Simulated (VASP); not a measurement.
Here is a VASP 6.6.1 calculation.

File INCAR:

```
SYSTEM = HfB
PREC = Accurate
ENCUT = 500
EDIFF = 1E-6
ISMEAR = 0
SIGMA = 0.15
LREAL = .FALSE.
LASPH = .TRUE.
NELM = 120
ALGO = Normal
ISIF = 2
LWAVE = .FALSE.
LCHARG = .FALSE.
GGA = PS
NBANDS = 14
GGA_COMPAT = .FALSE.
```

The input KPOINTS:

```
Automatic mesh
0
G
  18 18 18
  0 0 0
```

POSCAR

```
HfB
1.0
    0.0000000000      2.4255000000      2.2522500000
    2.4255000000      0.0000000000      2.2522500000
    2.4255000000      2.4255000000      0.0000000000
Hf B
1 1
Direct
    0.5000000000      0.5000000000      0.5000000000
    0.0000000000      0.0000000000      0.0000000000
```

Potentials or basis: VASP PAW PBE potentials, release 64 (Hf_pv, B).

Launch:

```sh
$ cat potpaw_PBE.64/Hf_pv/POTCAR potpaw_PBE.64/B/POTCAR > POTCAR
$ mpirun -np 1 vasp_std > vasp.out
```

Question: Estimate the pressure.

Answer: 8.9 GPa.

Stress tensor (GPa, compression positive):
```
-1.73  0.00  0.00
 0.00 -1.73  0.00
 0.00  0.00 30.16
```

Caveat: the cell differs from its parent crystal (strain +0.050 along x and y, -0.025 along z); the PAW data sets were made with another functional, which shifts forces and pressure a little.
